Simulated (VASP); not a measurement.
# ScS6 (Fm-3m) in VASP: notebook

The runs below take ScS6 through single point, relaxation of cell and atoms, with PBE.

Program: VASP 6.6.1. These are calculated values, not measurements. Logs are shortened: lines on timing, memory, paths and dates and some standing lists are left out, and cuts for length are marked.

### Step 1. The cell of the first run

The structure is cubic, space group Fm-3m (No. 225). The conventional cell has a = 8.778 Å, b = 8.778 Å, c = 8.778 Å, α = 90.00°, β = 90.00°, γ = 90.00°. Within 3.3 Å of Sc (site symmetry m-3m) lie 6 S at 2.50 Å. S (site symmetry 4mm) has 1 Sc at 2.50 Å and 4 S at 2.67 Å within 3.3 Å.

### Step 2. Single point, PBE (atoms taken out)

INCAR

```
SYSTEM = ScS6
ALGO     = Normal         ! electronic algorithm
EDIFF    = 1E-6           ! SCF threshold, eV
ENCUT    = 500            ! plane-wave cutoff, eV
GGA      = PE             ! functional
GGA_COMPAT= .FALSE.      
ISIF     = 2              ! what is computed and relaxed
ISMEAR   = 0              ! smearing method
LASPH    = .TRUE.         ! aspherical terms in the spheres
LCHARG   = .FALSE.        ! write CHGCAR
LREAL    = .FALSE.        ! projectors in reciprocal space
LWAVE    = .FALSE.        ! write WAVECAR
NBANDS   = 32             ! bands
NELM     = 120            ! most SCF steps
PREC     = Accurate       ! precision mode
SIGMA    = 0.1            ! smearing width, eV
```

KPOINTS

```
k-points
0
G
  4 4 4
  0 0 0
```

POSCAR

```
ScS6
1.0
    0.0000000000      4.3891435270      4.3891435270
    4.3891435270      0.0000000000      4.3891435270
    4.3891435270      4.3891435270      0.0000000000
Sc S
1 6
Direct
    0.0000000000      0.0000000000      0.0000000000
    0.7153330308      0.2846669692      0.2846669692
    0.2846669692      0.7153330308      0.7153330308
    0.2846669692      0.7153330308      0.2846669692
    0.7153330308      0.2846669692      0.7153330308
    0.2846669692      0.2846669692      0.7153330308
    0.7153330308      0.7153330308      0.2846669692
```

Potentials or basis: VASP PAW PBE potentials, release 64 (Sc_sv, S).

Command:

```
$ cat potpaw_PBE.64/Sc_sv/POTCAR potpaw_PBE.64/S/POTCAR > POTCAR
$ mpirun -np 1 vasp_std > vasp.out
```

OUTCAR:

```text
SYSTEM = ScS6
   EDIFF = 1E-6
   ENCUT = 500
   GGA = PE
   ISIF = 2
   ISMEAR = 0
   LASPH = .TRUE.
   LREAL = .FALSE.
   NELM = 120
   PREC = Accurate

 ion  position               nearest neighbor table
   1  0.000  0.000  0.000-   2 2.50   3 2.50   4 2.50   5 2.50   6 2.50   7 2.50
   2  0.715  0.285  0.285-   1 2.50   4 2.67   5 2.67   6 2.67   7 2.67
   3  0.285  0.715  0.715-   1 2.50   4 2.67   5 2.67   6 2.67   7 2.67
   4  0.285  0.715  0.285-   1 2.50   2 2.67   3 2.67   6 2.67   7 2.67
   5  0.715  0.285  0.715-   1 2.50   2 2.67   3 2.67   6 2.67   7 2.67
   6  0.285  0.285  0.715-   1 2.50   2 2.67   3 2.67   4 2.67   5 2.67
   7  0.715  0.715  0.285-   1 2.50   2 2.67   3 2.67   4 2.67   5 2.67

  LATTYP: Found a face centered cubic cell.
 ALAT       =     8.7782870540

  Lattice vectors:

 A1 = (   0.0000000000,   4.3891435270,   4.3891435270)
 A2 = (   4.3891435270,   0.0000000000,   4.3891435270)
 A3 = (   4.3891435270,   4.3891435270,   0.0000000000)

Analysis of symmetry for initial positions (statically):
=====================================================================
 Subroutine PRICEL returns:
 Original cell was already a primitive cell.

 Routine SETGRP: Setting up the symmetry group for a
 face centered cubic supercell.

 Subroutine GETGRP returns: Found 48 space group operations
 (whereof 48 operations were pure point group operations)
 out of a pool of 48 trial point group operations.

The static configuration has the point symmetry O_h .

Analysis of symmetry for dynamics (positions and initial velocities):
=====================================================================
 Subroutine PRICEL returns:
 Original cell was already a primitive cell.

 Routine SETGRP: Setting up the symmetry group for a
 face centered cubic supercell.

 Subroutine GETGRP returns: Found 48 space group operations
 (whereof 48 operations were pure point group operations)
 out of a pool of 48 trial point group operations.

The dynamic configuration has the point symmetry O_h .

 Subroutine INISYM returns: Found 48 space group operations
 (whereof 48 operations are pure point group operations),
 and found     1 'primitive' translations

----------------------------------------------------------------------------------------

                                     Primitive cell

  volume of cell :     169.1100

  direct lattice vectors                    reciprocal lattice vectors
     0.000000000  4.389143527  4.389143527    -0.113917441  0.113917441  0.113917441
     4.389143527  0.000000000  4.389143527     0.113917441 -0.113917441  0.113917441
     4.389143527  4.389143527  0.000000000     0.113917441  0.113917441 -0.113917441

  length of vectors
     6.207186303  6.207186303  6.207186303     0.197310796  0.197310796  0.197310796

  position of ions in fractional coordinates (direct lattice)
     0.000000000  0.000000000  0.000000000
     0.715333031  0.284666969  0.284666969
     0.284666969  0.715333031  0.715333031
     0.284666969  0.715333031  0.284666969
     0.715333031  0.284666969  0.715333031
     0.284666969  0.284666969  0.715333031
     0.715333031  0.715333031  0.284666969

  ion indices of the primitive-cell ions
   primitive index   ion index
                 1           1
                 2           2
                 3           3
                 4           4
                 5           5
                 6           6
                 7           7

----------------------------------------------------------------------------------------

 KPOINTS: k-points

Automatic generation of k-mesh.
 Grid dimensions read from file:
 generate k-points for:    4    4    4

 Generating k-lattice:

  Cartesian coordinates                     Fractional coordinates (reciprocal lattice)
    -0.028479360  0.028479360  0.028479360     0.250000000  0.000000000  0.000000000
     0.028479360 -0.028479360  0.028479360     0.000000000  0.250000000  0.000000000
     0.028479360  0.028479360 -0.028479360     0.000000000  0.000000000  0.250000000

  Length of vectors
     0.049327699  0.049327699  0.049327699

  Shift w.r.t. Gamma in fractional coordinates (k-lattice)
     0.000000000  0.000000000  0.000000000

 Subroutine IBZKPT returns following result:
 ===========================================

 Found      8 irreducible k-points:

 Following reciprocal coordinates:
            Coordinates               Weight
  0.000000  0.000000  0.000000      1.000000
  0.250000  0.000000  0.000000      8.000000
  0.500000  0.000000  0.000000      4.000000
  0.250000  0.250000  0.000000      6.000000
  0.500000  0.250000  0.000000     24.000000
 -0.250000  0.250000  0.000000     12.000000
  0.500000  0.500000  0.000000      3.000000
 -0.250000  0.500000  0.250000      6.000000
   k-points           NKPTS =      8   k-points in BZ     NKDIM =      8   number of bands    NBANDS=     32
   number of dos      NEDOS =    301   number of ions     NIONS =      7
[... 52 lines left out ...]
  ---------------------------------------------------
  ext. energy  EPLUGINS =         0.00000000
  ---------------------------------------------------
  free energy    TOTEN  =       -27.68202672 eV

  energy without entropy =      -27.64629053  energy(sigma->0) =      -27.66415862

 E-fermi :   2.6061     XC(G=0):  -8.7543

 val. band max:        2.6051222454   @ k =  -0.2500   0.2500   0.0000
 cond. band min:       2.7780910531   @ k =  -0.2500   0.5000   0.2500
 fundamental gap:      0.1729688077
 Fermi energy:         2.6060598993

 k-point     1 :       0.0000    0.0000    0.0000
  band No.  band energies     occupation
      1     -45.7705      2.00000
      2     -24.4875      2.00000
      3     -24.4875      2.00000
      4     -24.4875      2.00000
      5     -12.0627      2.00000
      6      -9.5169      2.00000
[... 24 lines left out ...]
     31       5.3985      0.00000
     32       7.1009      0.00000

 k-point     2 :       0.2500    0.0000    0.0000
  band No.  band energies     occupation
      1     -45.7705      2.00000
      2     -24.4878      2.00000
      3     -24.4875      2.00000
      4     -24.4875      2.00000
      5     -11.9373      2.00000
      6      -9.8037      2.00000
[... 24 lines left out ...]
     31       5.8771      0.00000
     32       7.7954      0.00000

 k-point     3 :       0.5000    0.0000    0.0000
  band No.  band energies     occupation
      1     -45.7705      2.00000
      2     -24.4880      2.00000
      3     -24.4875      2.00000
      4     -24.4875      2.00000
      5     -11.7806      2.00000
      6     -10.1060      2.00000
[... 24 lines left out ...]
     31       6.1397      0.00000
     32       7.8530      0.00000

 k-point     4 :       0.2500    0.2500    0.0000
  band No.  band energies     occupation
      1     -45.7705      2.00000
      2     -24.4877      2.00000
      3     -24.4876      2.00000
      4     -24.4876      2.00000
      5     -11.9129      2.00000
      6      -9.7466      2.00000
[... 24 lines left out ...]
     31       6.3271      0.00000
     32       7.2680      0.00000

 k-point     5 :       0.5000    0.2500    0.0000
  band No.  band energies     occupation
      1     -45.7705      2.00000
      2     -24.4879      2.00000
      3     -24.4876      2.00000
      4     -24.4876      2.00000
      5     -11.7814      2.00000
      6      -9.9229      2.00000
[... 24 lines left out ...]
     31       6.6306      0.00000
     32       7.0483      0.00000

 k-point     6 :      -0.2500    0.2500    0.0000
  band No.  band energies     occupation
      1     -45.7705      2.00000
      2     -24.4879      2.00000
      3     -24.4877      2.00000
      4     -24.4875      2.00000
      5     -11.8103      2.00000
      6      -9.9515      2.00000
[... 24 lines left out ...]
     31       6.3807      0.00000
     32       7.6768      0.00000

 k-point     7 :       0.5000    0.5000    0.0000
  band No.  band energies     occupation
      1     -45.7705      2.00000
      2     -24.4878      2.00000
      3     -24.4877      2.00000
      4     -24.4877      2.00000
      5     -11.7806      2.00000
      6      -9.7149      2.00000
[... 24 lines left out ...]
     31       6.9335      0.00000
     32       6.9335      0.00000

 k-point     8 :      -0.2500    0.5000    0.2500
  band No.  band energies     occupation
      1     -45.7705      2.00000
      2     -24.4878      2.00000
      3     -24.4878      2.00000
      4     -24.4877      2.00000
      5     -11.7524      2.00000
      6      -9.8229      2.00000
[... 24 lines left out ...]
     31       6.9332      0.00000
     32       7.0220      0.00000

------------------------ aborting loop because EDIFF is reached ----------------------------------------

  FORCE on cell =-STRESS in cart. coord.  units (eV):
  Direction    XX          YY          ZZ          XY          YZ          ZX
  --------------------------------------------------------------------------------------
  -------------------------------------------------------------------------------------
  Total       -0.1400155     -0.1400155     -0.1400155     -0.0000000      0.0000000     -0.0000000
  in kB       -1.3265311     -1.3265311     -1.3265311     -0.0000000      0.0000000     -0.0000000
  external PRESSURE =      -1.3265311 kB  Pullay stress =       0.0000000 kB

 VOLUME and BASIS-vectors are now :
 -----------------------------------------------------------------------------
  energy-cutoff  :      500.00
  volume of cell :      169.11
      direct lattice vectors                 reciprocal lattice vectors
     0.000000000  4.389143527  4.389143527    -0.113917441  0.113917441  0.113917441
     4.389143527  0.000000000  4.389143527     0.113917441 -0.113917441  0.113917441
     4.389143527  4.389143527  0.000000000     0.113917441  0.113917441 -0.113917441

 POSITION                                       TOTAL-FORCE (eV/Angst)
 -----------------------------------------------------------------------------------
      0.00000      0.00000      0.00000         0.000000      0.000000      0.000000
      2.49889      4.38914      4.38914         0.014849      0.000000      0.000000
      6.27940      4.38914      4.38914        -0.014849      0.000000      0.000000
      4.38914      2.49889      4.38914         0.000000      0.014849      0.000000
      4.38914      6.27940      4.38914         0.000000     -0.014849      0.000000
      4.38914      4.38914      2.49889         0.000000      0.000000      0.014849
      4.38914      4.38914      6.27940         0.000000      0.000000     -0.014849
 -----------------------------------------------------------------------------------
    total drift:                                0.000000      0.000000      0.000000

  FREE ENERGIE OF THE ION-ELECTRON SYSTEM (eV)
  ---------------------------------------------------
  free  energy   TOTEN  =       -27.6820267188 eV

  energy  without entropy=      -27.6462905287  energy(sigma->0) =      -27.66415862
```

It took 99 s on 1 thread of Intel Xeon 8259CL, shared host; peak memory 0.31 GiB.

Results:

```yaml
Free_energy: -27.6820 eV
Pressure: -0.1 GPa
Largest_force: 0.015 eV/Å
Band_gap_on_the_k_mesh: zero (an odd number of electrons rules out a gap without spin polarisation)
```

Forces on the atoms (eV/Å):
```
Sc   0.000  0.000  0.000
S    0.015  0.000  0.000
S   -0.015  0.000  0.000
S    0.000  0.015  0.000
S    0.000 -0.015  0.000
S    0.000  0.000  0.015
S    0.000  0.000 -0.015
```

Levels at points of the mesh, in eV from the Fermi level:
```tsv
k point	band 20	band 21	band 22	band 23	band 24	band 25	band 26	band 27
(0.00, 0.00, 0.00)	-0.60	-0.53	-0.53	1.03	1.03	1.03	1.61	1.61
(0.50, 0.00, 0.00)	-1.51	-0.32	-0.32	-0.24	0.40	0.40	0.99	1.25
(0.50, 0.50, 0.00)	-1.29	-1.22	-1.12	-0.85	-0.85	-0.59	0.59	0.59
```

Caveat: the cell differs from its parent crystal (atoms taken out); an odd number of electrons without spin polarisation forces a metal; a magnetic or distorted state may lie lower.

### Step 3. Relaxation of cell and atoms, PBE (atoms taken out)

INCAR

```
SYSTEM = ScS6
PREC = Accurate
ENCUT = 500
EDIFF = 1E-7
ISMEAR = 0
SIGMA = 0.1
LREAL = .False.
LASPH = .True.
NELM = 120
ALGO = Normal
ISIF = 3
LWAVE = .False.
LCHARG = .False.
GGA = PE
IBRION = 2
NSW = 90
EDIFFG = -0.04
GGA_COMPAT = .False.
NELMIN = 4
```

KPOINTS

```
Automatic mesh
0
Gamma
  4 4 4
  0 0 0
```

POSCAR

```
ScS6
1.0
    0.0000000000      5.1306038400      5.1306038400
    5.1306038400      0.0000000000      5.1306038400
    5.1306038400      5.1306038400      0.0000000000
Sc S
1 6
Direct
    0.0000000000      0.0000000000      0.0000000000
    0.7500000000      0.2500000000      0.2500000000
    0.2500000000      0.7500000000      0.7500000000
    0.2500000000      0.7500000000      0.2500000000
    0.7500000000      0.2500000000      0.7500000000
    0.2500000000      0.2500000000      0.7500000000
    0.7500000000      0.7500000000      0.2500000000
```

Potentials or basis: VASP PAW PBE potentials, release 64 (Sc_sv, S).

Command:

```
$ cat potpaw_PBE.64/Sc_sv/POTCAR potpaw_PBE.64/S/POTCAR > POTCAR
$ mpirun -np 1 vasp_std > vasp.out
```

It took 29 min on 1 thread of Intel Xeon 8259CL, shared host; peak memory 0.45 GiB.

It converged, with:

| Quantity | Value |
| --- | --- |
| Free energy | -27.6928 eV |
| Relaxed volume | 24.13 Å³/atom |
| Relaxed cell | a = 6.204 Å, b = 6.204 Å, c = 6.204 Å, α = 60.00°, β = 60.00°, γ = 60.00° |
| Space group after relaxing (to 0.1 Å) | Fm-3m (No. 225) |
| Energy gained by relaxing | 491.7 meV/atom |
| Ionic steps | 14 |
| Pressure after relaxing | 0.0 GPa |
| Band gap on the k mesh | zero (an odd number of electrons rules out a gap without spin polarisation) |

The path:
```csv
step,energy change (eV),largest force (eV/Å),pressure (GPa),volume (Å³)
1,0.0000,0.2892,-5.05,270.11
2,-1.0597,0.8283,-2.08,225.31
3,-1.1335,1.2498,-0.64,214.17
4,-1.6613,1.4209,-0.54,199.52
5,-2.9768,1.2971,4.02,159.63
6,-2.6291,0.1485,11.19,142.14
7,-2.9861,1.1836,5.25,155.64
8,-3.3038,0.1895,3.85,157.16
9,-3.3185,0.0792,3.70,157.55
10,-3.4184,0.0478,1.50,163.75
11,-3.4382,0.1238,0.04,168.69
12,-3.4383,0.1196,0.13,168.34
13,-3.4405,0.0746,0.07,168.54
14,-3.4419,0.0021,-0.03,168.88
```

Final structure:
```
CELL_PARAMETERS angstrom
0.00000 4.38713 4.38713
4.38713 0.00000 4.38713
4.38713 4.38713 0.00000
ATOMIC_POSITIONS crystal
Sc 0.00000 0.00000 0.00000
S 0.71521 0.28479 0.28479
S 0.28479 0.71521 0.71521
S 0.28479 0.71521 0.28479
S 0.71521 0.28479 0.71521
S 0.28479 0.28479 0.71521
S 0.71521 0.71521 0.28479
```

Levels at points of the mesh, in eV from the Fermi level:
```csv
k point,band 21,band 22,band 23,band 24,band 25,band 26
"(0.00, 0.00, 0.00)",-0.53,-0.53,1.03,1.03,1.03,1.61
"(0.50, 0.00, 0.00)",-0.32,-0.32,-0.24,0.40,0.40,0.99
"(0.50, 0.50, 0.00)",-1.22,-1.12,-0.85,-0.85,-0.59,0.59
```

Caveat: the cell differs from its parent crystal (atoms taken out); the volume moved by over 15 % at a fixed basis, so the end points are rough; an odd number of electrons without spin polarisation forces a metal; a magnetic or distorted state may lie lower.

### Step 4. Single point, PBE, collinear spin (atoms taken out)

INCAR

```
SYSTEM = ScS6
ALGO     = Normal         ! electronic algorithm
EDIFF    = 1E-6           ! SCF threshold, eV
ENCUT    = 500            ! plane-wave cutoff, eV
GGA      = PE             ! functional
GGA_COMPAT= .FALSE.      
ISIF     = 2              ! what is computed and relaxed
ISMEAR   = 0              ! smearing method
ISPIN    = 2              ! spin polarisation
LASPH    = .TRUE.         ! aspherical terms in the spheres
LCHARG   = .FALSE.        ! write CHGCAR
LMAXMIX  = 4              ! l up to which the mixer works
LORBIT   = 11             ! projections on sites
LREAL    = .FALSE.        ! projectors in reciprocal space
LWAVE    = .FALSE.        ! write WAVECAR
MAGMOM   = 1 0 0 0 0 0 0  ! initial moments
NBANDS   = 36             ! bands
NELM     = 200            ! most SCF steps
PREC     = Accurate       ! precision mode
SIGMA    = 0.1            ! smearing width, eV
```

KPOINTS

```
k-points
0
G
  4 4 4
  0 0 0
```

POSCAR

```
ScS6
1.0
    0.0000000000      4.3891435270      4.3891435270
    4.3891435270      0.0000000000      4.3891435270
    4.3891435270      4.3891435270      0.0000000000
Sc S
1 6
Direct
    0.0000000000      0.0000000000      0.0000000000
    0.7153330308      0.2846669692      0.2846669692
    0.2846669692      0.7153330308      0.7153330308
    0.2846669692      0.7153330308      0.2846669692
    0.7153330308      0.2846669692      0.7153330308
    0.2846669692      0.2846669692      0.7153330308
    0.7153330308      0.7153330308      0.2846669692
```

Command:

```
$ cat potpaw_PBE.64/Sc_sv/POTCAR potpaw_PBE.64/S/POTCAR > POTCAR
$ mpirun -np 1 vasp_std > vasp.out
```

Run time: 3.4 min. Hardware: 1 thread of Intel Xeon 8259CL, shared host; peak memory 0.42 GiB.

It converged, with:

```yaml
Free_energy: -27.6820 eV
Pressure: -0.1 GPa
Largest_force: 0.014 eV/Å
Net_moment: 0.00 μB per cell
Valence_electrons_inside_the_program's_atomic_spheres: Sc 9.61; S 3.54
```

Forces on the atoms (eV/Å):
```
Sc   0.000  0.000  0.000
S    0.014  0.000  0.000
S   -0.014  0.000  0.000
S    0.000  0.014  0.000
S    0.000 -0.014  0.000
S    0.000  0.000  0.014
S    0.000  0.000 -0.014
```

Levels at points of the mesh, in eV from the Fermi level:
Spin up:
| k point | band 20 | band 21 | band 22 | band 23 | band 24 | band 25 | band 26 | band 27 |
| --- | --- | --- | --- | --- | --- | --- | --- | --- |
| (0.00, 0.00, 0.00) | -0.60 | -0.53 | -0.53 | 1.03 | 1.03 | 1.03 | 1.61 | 1.61 |
| (0.50, 0.00, 0.00) | -1.51 | -0.32 | -0.32 | -0.24 | 0.40 | 0.40 | 0.99 | 1.25 |
| (0.50, 0.50, 0.00) | -1.29 | -1.22 | -1.12 | -0.85 | -0.85 | -0.59 | 0.59 | 0.59 |
Spin down:
```
           k point  band 19  band 20  band 21  band 22  band 23  band 24  band 25  band 26  band 27  band 28
(0.00, 0.00, 0.00)    -0.60    -0.60    -0.53    -0.53     1.03     1.03     1.03     1.61     1.61     1.61
(0.50, 0.00, 0.00)    -2.00    -1.51    -0.32    -0.32    -0.24     0.40     0.40     0.99     1.25     1.25
(0.50, 0.50, 0.00)    -1.40    -1.29    -1.22    -1.12    -0.85    -0.85    -0.59     0.59     0.59     1.58
```

Caveat: the cell differs from its parent crystal (atoms taken out).

### Step 5. The runs side by side

```csv
task,spin,cell,gap on the mesh (eV),pressure (GPa),largest force (eV/Å)
single point,off,"a = 6.207 Å, angles 60.0°, 7 atoms, atomic positions A",none,-0.1,0.01
relaxation of cell and atoms,off,"relaxed from a = 7.256 Å, angles 60.0°, 7 atoms, atomic positions B",none,0.0,-
single point,collinear,"a = 6.207 Å, angles 60.0°, 7 atoms, atomic positions A",none,-0.1,0.01
```

Alike in all rows: level PBE; potentials or basis VASP PAW PBE potentials, release 64 (Sc_sv, S); k mesh 4 × 4 × 4; cutoff (eV) 500; smearing gaussian 0.1 eV.

Caveats: an odd number of electrons without spin polarisation forces a metal (at least some runs); a magnetic or distorted state may lie lower (at least some runs); the volume moved by over 15 % at a fixed basis, so the end points are rough (at least some runs).

Absolute energies hang on the potentials; compare differences alone.

The gap in the log of VASP goes by the Fermi energy; the results here count the filled bands.